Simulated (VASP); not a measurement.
Write the native input for VASP 6.6.1 that does the following.

| Item | Value |
| --- | --- |
| Task | single point |
| Functional | PBE |
| Dispersion | D3(BJ) |
| Potentials or basis | VASP PAW PBE potentials, release 64 (Pb_d, O) |
| Cutoff | 520 eV |
| k mesh | 8 × 8 × 6 |
| Occupations | gaussian, width 0.02 eV |
| Spin | no spin polarisation |
| Dipole correction | no |
| Further INCAR settings | ALGO = Normal; EDIFF = 1e-06; NBANDS = 28 |

The structure of PbO lies in POSCAR:

```
PbO
1.0
    4.0343848471      0.0000000000      0.0000000000
    0.0000000000      4.0343848471      0.0000000000
    0.0000000000      0.0000000000      4.9932162030
Pb O
2 2
Direct
    0.0000000000      0.5000000000      0.2377510646
    0.5000000000      0.0000000000      0.7622489354
    0.0000000000      0.0000000000      0.0000000000
    0.5000000000      0.5000000000      0.0000000000
```

These files were run (other wordings do the same):

INCAR

```
SYSTEM = PbO
ALGO     = Normal         ! electronic algorithm
EDIFF    = 1E-6           ! SCF threshold, eV
ENCUT    = 520            ! plane-wave cutoff, eV
GGA      = PE             ! functional
ISIF     = 2              ! what is computed and relaxed
ISMEAR   = 0              ! smearing method
IVDW     = 12             ! dispersion correction
LASPH    = .True.         ! aspherical terms in the spheres
LCHARG   = .False.        ! write CHGCAR
LREAL    = .False.        ! projectors in reciprocal space
LWAVE    = .False.        ! write WAVECAR
NBANDS   = 28             ! bands
NELM     = 60             ! most SCF steps
PREC     = Accurate       ! precision mode
SIGMA    = 0.02           ! smearing width, eV
```

KPOINTS

```
k-points
0
Gamma
  8 8 6
  0 0 0
```

Potentials or basis: VASP PAW PBE potentials, release 64 (Pb_d, O).

Run with:

```sh
$ cat potpaw_PBE.64/Pb_d/POTCAR potpaw_PBE.64/O/POTCAR > POTCAR
$ mpirun -np 1 vasp_std > vasp.out
```

It gave:

| Item | Value |
| --- | --- |
| Pressure | 0.1 GPa |
| Largest force | 0.039 eV/Å |
| Band gap on the k mesh | 1.27 eV (least direct gap 2.19 eV) |
| Dispersion energy per atom | -0.234 eV |

Caveat: spin-orbit coupling is left out, which moves the levels of the heavy elements.

Run time: 2.1 min on 1 thread of Intel(R) Xeon(R) Platinum 8259CL CPU @ 2.50GHz (Skylake/Cascade Lake), with other jobs on the host, peak memory 0.26 GiB.
